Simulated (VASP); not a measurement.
# Ti (P6/mmm) in VASP: a series of runs, part 2 of 3

VASP 6.6.1. Earlier steps stand in the parts before.

## 3. Single point, PBEsol

This run uses another cell than the first one, of 17.40 Å³/atom.

INCAR

```
PREC     = Accurate       # precision mode
ENCUT    = 550            # plane-wave cutoff, eV
EDIFF    = 1E-6           # SCF threshold, eV
ISMEAR   = 0              # smearing method
SIGMA    = 0.15           # smearing width, eV
LREAL    = False          # projectors in reciprocal space
LASPH    = True           # aspherical terms in the spheres
NELM     = 300            # most SCF steps
ALGO     = All            # electronic algorithm
ISIF     = 2              # what is computed and relaxed
LWAVE    = False          # write WAVECAR
LCHARG   = False          # write CHGCAR
GGA      = PS             # functional
NBANDS   = 25             # bands
GGA_COMPAT= False        
ISEARCH  = 1            
KPAR     = 4
```

KPOINTS

```
regular mesh
0
Gamma
  12 12 14
```

POSCAR

```
Ti
1.0
    4.4336000000      0.0000000000      0.0000000000
   -2.2168000000      3.8396102302      0.0000000000
    0.0000000000      0.0000000000      3.0669000000
Ti
3
Direct
    0.0000000000      0.0000000000      0.0000000000
    0.3333333333      0.6666666667      0.5000000000
    0.6666666667      0.3333333333      0.5000000000
```

Potentials or basis: VASP PAW PBE potentials, release 64 (Ti_sv).

Command:

```
cat potpaw_PBE.64/Ti_sv/POTCAR > POTCAR
mpirun -np 4 vasp_std > vasp.out
```

OUTCAR:

```text
PREC = Accurate
   ENCUT = 550
   EDIFF = 1E-6
   ISMEAR = 0
   LREAL = False
   LASPH = True
   NELM = 300
   ISIF = 2
   GGA = PS

 ion  position               nearest neighbor table
   1  0.000  0.000  0.000-
   2  0.333  0.667  0.500-   3 2.56   3 2.56   3 2.56
   3  0.667  0.333  0.500-   2 2.56   2 2.56   2 2.56

  LATTYP: Found a hexagonal cell.
 ALAT       =     4.4336000000
 C/A-ratio  =     0.6917403464

  Lattice vectors:

 A1 = (   4.4336000000,   0.0000000000,   0.0000000000)
 A2 = (  -2.2168000000,   3.8396102302,   0.0000000000)
 A3 = (   0.0000000000,   0.0000000000,   3.0669000000)

Analysis of symmetry for initial positions (statically):
=====================================================================
 Subroutine PRICEL returns:
 Original cell was already a primitive cell.

 Routine SETGRP: Setting up the symmetry group for a
 hexagonal supercell.

 Subroutine GETGRP returns: Found 24 space group operations
 (whereof 24 operations were pure point group operations)
 out of a pool of 24 trial point group operations.

The static configuration has the point symmetry D_6h.

Analysis of symmetry for dynamics (positions and initial velocities):
=====================================================================
 Subroutine PRICEL returns:
 Original cell was already a primitive cell.

 Routine SETGRP: Setting up the symmetry group for a
 hexagonal supercell.

 Subroutine GETGRP returns: Found 24 space group operations
 (whereof 24 operations were pure point group operations)
 out of a pool of 24 trial point group operations.

The dynamic configuration has the point symmetry D_6h.

 Subroutine INISYM returns: Found 24 space group operations
 (whereof 24 operations are pure point group operations),
 and found     1 'primitive' translations

----------------------------------------------------------------------------------------

                                     Primitive cell

  volume of cell :      52.2087

  direct lattice vectors                    reciprocal lattice vectors
     4.433600000  0.000000000  0.000000000     0.225550343  0.130221551  0.000000000
    -2.216800000  3.839610230  0.000000000     0.000000000  0.260443102  0.000000000
     0.000000000  0.000000000  3.066900000     0.000000000  0.000000000  0.326062147

  length of vectors
     4.433600000  4.433600000  3.066900000     0.260443102  0.260443102  0.326062147

  position of ions in fractional coordinates (direct lattice)
     0.000000000  0.000000000  0.000000000
     0.333333333  0.666666667  0.500000000
     0.666666667  0.333333333  0.500000000

  ion indices of the primitive-cell ions
   primitive index   ion index
                 1           1
                 2           2
                 3           3

----------------------------------------------------------------------------------------

 KPOINTS: regular mesh

Automatic generation of k-mesh.
 Grid dimensions read from file:
 generate k-points for:   12   12   14

 Generating k-lattice:

  Cartesian coordinates                     Fractional coordinates (reciprocal lattice)
     0.018795862  0.010851796  0.000000000     0.083333333  0.000000000  0.000000000
     0.000000000  0.021703592  0.000000000     0.000000000  0.083333333  0.000000000
     0.000000000  0.000000000  0.023290153     0.000000000  0.000000000  0.071428571

  Length of vectors
     0.021703592  0.021703592  0.023290153

  Shift w.r.t. Gamma in fractional coordinates (k-lattice)
     0.000000000  0.000000000  0.000000000

 Subroutine IBZKPT returns following result:
 ===========================================

 Found    152 irreducible k-points:

 Following reciprocal coordinates:
            Coordinates               Weight
  0.000000  0.000000  0.000000      1.000000
  0.083333 -0.000000  0.000000      6.000000
  0.166667 -0.000000  0.000000      6.000000
  0.250000 -0.000000  0.000000      6.000000
  0.333333  0.000000  0.000000      6.000000
  0.416667 -0.000000  0.000000      6.000000
[... 16 lines left out ...]
  0.250000 -0.000000  0.071429     12.000000
  0.333333  0.000000  0.071429     12.000000
 [... further k-points ...]
   k-points           NKPTS =    152   k-points in BZ     NKDIM =    152   number of bands    NBANDS=     25
   number of dos      NEDOS =    301   number of ions     NIONS =      3
   total plane-waves  NPLWV =  31104
   dimension x,y,z NGX =    36 NGY =   36 NGZ =   24
   dimension x,y,z NGXF=    72 NGYF=   72 NGZF=   48
   ions per type =               3
   NGX,Y,Z   is equivalent  to a cutoff of  13.50, 13.50, 13.01 a.u.
   NGXF,Y,Z  is equivalent  to a cutoff of  27.00, 27.00, 26.02 a.u.
 SYSTEM =  unknown system
   PREC   = accura    normal or accurate (medium, high low for compatibility)
   ISTART =      0    job   : 0-new  1-cont  2-samecut
   ICHARG =      2    charge: 1-file 2-atom 10-const
   ISPIN  =      1    spin polarized calculation?
   LNONCOLLINEAR =      F non collinear calculations
   LSORBIT =      F    spin-orbit coupling
   LASPH  =      T    aspherical Exc in radial PAW
   ENCUT  =  550.0 eV  40.42 Ry    6.36 a.u.   8.48  8.48  5.86*2*pi/ulx,y,z
   NELM   =    300;   NELMIN=  2; NELMDL= -5     # of ELM steps
   EDIFF  = 0.1E-05   stopping-criterion for ELM
   LREAL  =      F    real-space projection
   EDIFFG = 0.1E-04   stopping-criterion for IOM
   NSW    =      0    number of steps for IOM
   IBRION =     -1    ionic relax: 0-MD 1-quasi-New 2-CG
   NFREE  =      0    steps in history (QN), initial steepest desc. (CG)
   ISIF   =      2    stress and relaxation
   ISYM   =      2    0-nonsym 1-usesym 2-fastsym
   POTIM  = 0.5000    time-step for ionic-motion
   TEBEG  =    0.0;   TEEND  =   0.0 temperature during run
   PSTRESS=    0.0 pullay stress
   NELECT =      36.0000    total number of electrons
   NUPDOWN=      -1.0000    fix difference up-down
   EMIN   =  10.00;   EMAX   =-10.00  energy-range for DOS
   EFERMI =   0.00;   METHOD = LEGACY
   ISMEAR =     0;   SIGMA  =   0.15  broadening in eV -4-tet -1-fermi 0-gaus
   EFERMI_NEDOS =   21; number of points for ismear=-14 and -15
   IALGO  =     58    algorithm
   IMIX   =      4    mixing-type and parameters
     AMIX     =   0.40;   BMIX     =  1.00
     AMIX_MAG =   1.60;   BMIX_MAG =  1.00
  volume/ion in A,a.u.               =      17.40       117.44
  Fermi-wavevector in a.u.,A,eV,Ry     =   1.446310  2.733129 28.460819  2.091811
  Thomas-Fermi vector in A             =   2.564393
   LORBIT       =      0    0 simple, 1 ext, 2 COOP (PROOUT), +10 PAW based schemes
   GGA     = PS    functional components
   LHFCALC =     F    Hartree Fock is set to
   AEXX    =    0.0000 exact exchange contribution
   IVDW    =     0    specifies the selected vdW correction
   LEPSILON=     F    determine dielectric tensor
   LRPA    =     F    only Hartree local field effects (RPA)
 non-spin polarized calculation
 Gauss-broadening in eV      SIGMA  =   0.15
  energy-cutoff  :      550.00
  volume of cell :       52.21
 maximum number of plane-waves:      1560
 NGX is ok and might be reduce to    36
   NGX = 17   NGY = 17   NGZ = 11

 number of electron      36.0000010 magnetization

 Free energy of the ion-electron system (eV)
  ---------------------------------------------------
  ext. energy  EPLUGINS =         0.00000000
  ---------------------------------------------------
  free energy    TOTEN  =       -24.80206140 eV

  energy without entropy =      -24.76505754  energy(sigma->0) =      -24.78355947

 E-fermi :   8.1247     XC(G=0): -11.6094

 val. band max:        8.1237282108   @ k =   0.3333   0.1667   0.2143
 cond. band min:       8.1265034331   @ k =   0.4167   0.0833   0.1429
 fundamental gap:      0.0027752223
 Fermi energy:         8.1247003952

 k-point     1 :       0.0000    0.0000    0.0000
  band No.  band energies     occupation
      1     -48.6578      2.00000
      2     -48.3217      2.00000
      3     -48.0825      2.00000
      4     -25.0698      2.00000
      5     -25.0698      2.00000
      6     -24.9525      2.00000
[... 17 lines left out ...]
     24       9.4047      0.00000
     25       9.4557      0.00000
[... 621 lines left out ...]
      3     -48.1354      2.00000
      4     -25.2037      2.00000
      5     -25.0928      2.00000
      6     -24.8329      2.00000
[... 17 lines left out ...]
     24      10.3198      0.00000
     25      10.4185      0.00000

 [... further k-points ...]

------------------------ aborting loop because EDIFF is reached ----------------------------------------

  FORCE on cell =-STRESS in cart. coord.  units (eV):
  Direction    XX          YY          ZZ          XY          YZ          ZX
  --------------------------------------------------------------------------------------
  -------------------------------------------------------------------------------------
  Total       -0.1360336     -0.1360336     -5.5200512      0.0000000     -0.0000000      0.0000000
  in kB       -4.1745860     -4.1745860   -169.3988377      0.0000000     -0.0000000      0.0000000
  external PRESSURE =     -59.2493366 kB  Pullay stress =       0.0000000 kB

 VOLUME and BASIS-vectors are now :
 -----------------------------------------------------------------------------
  energy-cutoff  :      550.00
  volume of cell :       52.21
      direct lattice vectors                 reciprocal lattice vectors
     4.433600000  0.000000000  0.000000000     0.225550343  0.130221551  0.000000000
    -2.216800000  3.839610230  0.000000000     0.000000000  0.260443102  0.000000000
     0.000000000  0.000000000  3.066900000     0.000000000  0.000000000  0.326062147

 POSITION                                       TOTAL-FORCE (eV/Angst)
 -----------------------------------------------------------------------------------
      0.00000      0.00000      0.00000         0.000000      0.000000      0.000000
     -0.00000      2.55974      1.53345        -0.000000     -0.000000     -0.000000
      2.21680      1.27987      1.53345         0.000000      0.000000      0.000000
 -----------------------------------------------------------------------------------
    total drift:                                0.000000      0.000000     -0.000000

  FREE ENERGIE OF THE ION-ELECTRON SYSTEM (eV)
  ---------------------------------------------------
  free  energy   TOTEN  =       -24.8020614043 eV

  energy  without entropy=      -24.7650578110  energy(sigma->0) =      -24.78355961
```

Run time: 63 s. Hardware: 4 MPI ranks of AMD EPYC 9R45 (Zen 5), shared host; peak memory 0.45 GiB.

Results:

- Free energy: -24.8021 eV
- Pressure: -5.9 GPa
- Band gap on the k mesh: zero (bands 18 and 19 overlap by 0.59 eV)

Caveat: the stress differs along the axes, from -17 to -0 GPa; the PAW data sets were made with another functional, which shifts forces and pressure a little.

[end of part 2 of 3]
